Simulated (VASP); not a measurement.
# CoNiO2: relaxation of cell and atoms with PBEsol

CoNiO2:

```xyz
4
Lattice="3.0143 0.0000 0.0000 0.0000 3.0143 0.0000 0.0000 0.0000 4.2223" Properties=species:S:1:pos:R:3 pbc="T T T"
Ni    0.0000    0.0000    0.0000
Co    1.5072    1.5072    2.1111
O     0.0000    0.0000    2.1111
O     1.5072    1.5072    0.0000
```

```yaml
Program: VASP 6.6.1
Task: relaxation of cell and atoms
Functional: PBEsol
Potentials_or_basis: VASP PAW PBE potentials, release 64 (Ni, Co, O)
Cutoff: 600 eV
k_mesh: 9 × 9 × 6
Occupations: fermi-dirac, width 0.05 eV
Spin: collinear spin, ferromagnetic start
Starting_moments: "[1.0, 2.0, 0.0, 0.0] μB"
Dipole_correction: no
Further_INCAR_settings: ALGO = Normal; EDIFF = 1e-07; IBRION = 2; EDIFFG = -0.01; NSW = 80; ISIF = 3
```

The relaxed volume is 8.73 Å³/atom, the relaxed cell is a = 2.904 Å, b = 2.904 Å, c = 4.144 Å, α = 90.00°, β = 90.00°, γ = 90.00° and the space group after relaxing (to 0.05 Å) is P4/mmm (No. 123). The energy gained by relaxing is 39.4 meV/atom. The ionic steps are 7, the pressure after relaxing is -0.1 GPa and the net moment is 3.10 μB per cell. The site moments are Ni +0.70; Co +2.06; O +0.16, +0.12 μB and the valence electrons inside the program's atomic spheres are Ni 9.16; Co 8.01; O 4.96, 4.95.

Step by step:
```tsv
step	energy change (eV)	largest force (eV/Å)	pressure (GPa)	volume (Å³)
1	0.0000	0.0000	-12.55	38.36
2	-0.1514	0.0000	2.89	34.34
3	-0.1564	0.0000	0.32	34.86
4	-0.1564	0.0000	0.00	34.93
5	-0.1569	0.0000	-0.04	34.93
6	-0.1577	0.0000	-0.14	34.93
7	-0.1578	0.0000	-0.12	34.94
```

Final structure:
```
Ni Co O
1.0
     2.90356    0.00000    0.00000
     0.00000    2.90356    0.00000
     0.00000    0.00000    4.14391
Ni Co O
1 1 2
Direct
  0.00000 0.00000 0.00000
  0.50000 0.50000 0.50000
  0.00000 0.00000 0.50000
  0.50000 0.50000 0.00000
```

Levels at points of the mesh, in eV from the Fermi level:
Spin up:
```csv
k point,band 14,band 15,band 16,band 17,band 18,band 19,band 20,band 21
"(0.00, 0.00, 0.00)",-2.52,-2.08,-1.43,-1.24,-1.24,1.60,6.49,10.40
"(0.00, 0.00, 0.50)",-1.46,-1.21,-1.21,-1.18,-0.86,5.38,5.51,13.25
```
Spin down:
```csv
k point,band 12,band 13,band 14,band 15,band 16,band 17
"(0.00, 0.00, 0.00)",-1.57,-1.05,-0.95,-0.12,-0.12,-0.04
"(0.00, 0.00, 0.50)",-0.74,-0.74,-0.10,-0.03,-0.03,0.07
```

Run time: 7.5 min on 1 thread of Intel(R) Xeon(R) 6975P-C (Granite Rapids), with other jobs on the host, peak memory 0.25 GiB.

Caveat: the PAW data sets were made with another functional, which shifts forces and pressure a little; semilocal functionals often make such compounds metallic where correlation or magnetic order opens a gap, which also shifts bond lengths. With open d or f shells a metallic result of PBEsol can be an artefact of self-interaction; +U or a hybrid may open a gap.
